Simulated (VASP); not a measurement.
Crystal: Ag.

```
Ag
1.0
     0.00000    2.05218    2.05218
     2.05218    0.00000    2.05218
     2.05218    2.05218    0.00000
Ag
1
Direct
  0.00000 0.00000 0.00000
```

- Program: VASP 6.6.1
- Task: relaxation of cell and atoms
- Functional: PBE
- Dispersion: D3(BJ)
- Potentials or basis: VASP PAW PBE potentials, release 64 (Ag)
- Cutoff: 600 eV
- k mesh: 18 × 18 × 18
- Occupations: gaussian, width 0.1 eV
- Spin: no spin polarisation

At the start: pressure -2.5 GPa; volume 17.29 Å³/atom.

Problem. How do energy, volume and symmetry change on relaxing?

Solution. Over 5 steps the energy falls by 3.5 meV/atom and the volume is 16.87 Å³/atom (-2.4 %); space group Fm-3m (No. 225, to 0.05 Å).

Step by step:
| step | energy change (eV) | largest force (eV/Å) | pressure (GPa) | volume (Å³) |
| --- | --- | --- | --- | --- |
| 1 | 0.0000 | 0.0000 | -2.47 | 17.29 |
| 2 | -0.0023 | 0.0000 | 1.83 | 16.63 |
| 3 | -0.0035 | 0.0000 | 0.14 | 16.86 |
| 4 | -0.0035 | 0.0000 | -0.10 | 16.88 |
| 5 | -0.0035 | 0.0000 | -0.01 | 16.87 |

Final structure:
```
CELL_PARAMETERS angstrom
0.00000 2.03568 2.03568
2.03568 0.00000 2.03568
2.03568 2.03568 0.00000
ATOMIC_POSITIONS crystal
Ag 0.00000 0.00000 0.00000
```

Caveat: pairwise dispersion overbinds metals, which lowers pressure and volume.
